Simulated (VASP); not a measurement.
Set up this calculation in VASP 6.6.1, as the native input.

| Item | Value |
| --- | --- |
| Task | single point |
| Functional | PBE |
| Potentials or basis | VASP PAW PBE potentials, release 64 (Ge_d) |
| Cutoff | 520 eV |
| k mesh | 2 × 4 × 4 |
| Occupations | gaussian, width 0.1 eV |
| Spin | no spin polarisation |
| Dipole correction | no |
| Further INCAR settings | ALGO = Normal; EDIFF = 1e-06; NBANDS = 66 |

The structure of Ge lies in POSCAR:

```
Ge
1.0
    8.2298567537      0.0000000000      0.0000000000
    0.0000000000      5.6620052281      0.0000000000
    0.0000000000      0.0000000000      4.1091666142
Ge
8
Direct
    0.0000000000      0.1251980152      0.2500252453
    0.5000000000      0.8748019848      0.7500252453
    0.5000000000      0.1251980152      0.2499747547
    0.0000000000      0.8748019848      0.7499747547
    0.2500000000      0.3748370459      0.2500000000
    0.2500000000      0.6251629541      0.7500000000
    0.7500000000      0.6251629541      0.7500000000
    0.7500000000      0.3748370459      0.2500000000
```

The cell was built from a structure type or drawn by symmetry, and may not be a known phase.

These files were run (other wordings do the same):

INCAR

```
  ALGO = Normal
  EDIFF = 1E-6
  ENCUT = 520
  GGA = PE
  ISIF = 2
  ISMEAR = 0
  LASPH = True
  LCHARG = True
  LELF = True
  LREAL = False
  LVHAR = True
  LWAVE = False
  NBANDS = 66
  NELM = 60
  PREC = Accurate
  SIGMA = 0.1
```

KPOINTS

```
k-points
0
Gamma
  2 4 4
```

Potentials or basis: VASP PAW PBE potentials, release 64 (Ge_d).

Run with:

```sh
$ cat potpaw_PBE.64/Ge_d/POTCAR > POTCAR
$ mpirun -np 1 vasp_std > vasp.out
```

It gave:

```json
{"Pressure": "0.3 GPa", "Band gap on the k mesh": "0.05 eV"}
```

It took 4.7 min on 1 thread of Intel Xeon 8259CL (shared host), peak memory 0.36 GiB.
